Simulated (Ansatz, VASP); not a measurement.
**ZnSe in VASP and in Ansatz**

The input INCAR:

```
SYSTEM = ZnSe
PREC     = Accurate       ! precision mode
ENCUT    = 520            ! plane-wave cutoff, eV
EDIFF    = 1E-6           ! SCF threshold, eV
ISMEAR   = 0              ! smearing method
SIGMA    = 0.05           ! smearing width, eV
LREAL    = .FALSE.        ! projectors in reciprocal space
LASPH    = .TRUE.         ! aspherical terms in the spheres
NELM     = 100            ! most SCF steps
ALGO     = Normal         ! electronic algorithm
ISIF     = 2              ! what is computed and relaxed
LWAVE    = .FALSE.        ! write WAVECAR
LCHARG   = .FALSE.        ! write CHGCAR
GGA      = CA             ! functional
NBANDS   = 16             ! bands
```

KPOINTS

```
regular mesh
0
G
  10 10 10
  0 0 0
```

POSCAR

```
ZnSe
1.0
    0.0000000000      2.6370756311      2.8021205304
    2.8021205304      0.0000000000      2.8021205304
    2.8021205304      2.6370756311      0.0000000000
Zn Se
1 1
Direct
    0.0000000000      0.0000000000      0.0000000000
    0.7500000000      0.7500000000      0.7500000000
```

Input for Ansatz:

```yaml
crystal:
  lattice:
    - [0.0, 2.6370756311, 2.8021205304]
    - [2.8021205304, 0.0, 2.8021205304]
    - [2.8021205304, 2.6370756311, 0.0]
  atoms:
    - { symbol: Zn, position: [0.0, 0.0, 0.0] }
    - { symbol: Se, position: [0.75, 0.75, 0.75] }
basis:
  ecutwfc: 520.0
kpoints:
  mp_grid: { grid: [10, 10, 10] }
hamiltonian:
  xc: lda
  pseudopotentials: { kind: paw, azcp: { folder: soft_1 } }
scf:
  occupations: { method: gaussian, width: 0.05 }
output:
  forces: true
  stress: true
  eigenvalues: true
```

Alike in both runs: task single point; functional LDA; k mesh 10 × 10 × 10; occupations gaussian, width 0.05 eV; no spin polarisation.

|  | VASP | Ansatz |
| --- | --- | --- |
| version | VASP 6.6.1 | Ansatz 0.2.0 |
| potentials or method | VASP PAW LDA potentials, release 64 (Zn, Se), cutoff 520 eV | scalar-relativistic, plane waves, PAW |
| valence electrons in the cell | 18 | 28 |

VASP gave:

- gap on the k mesh at the Fermi level (eV): 1.31
- least direct gap on the mesh (eV): 1.31
- pressure (GPa): 3.5
- traceless stress, the component that is largest in VASP (GPa): 1.29

**Question.** What did Ansatz give for the same quantities?

**Answer.** gap on the k mesh at the Fermi level (eV): 1.27; least direct gap on the mesh (eV): 1.27; pressure (GPa): 3.1; traceless stress, the component that is largest in VASP (GPa): 1.31.

Ansatz warns that its potentials were made for another functional, while VASP's fit it. LDA's correlation is that of Perdew and Zunger in VASP and of Perdew and Wang (1992) in Ansatz. VASP's potentials hold 18 valence electrons a cell and Ansatz's 28, so a difference there can come from the potentials and not from the codes.
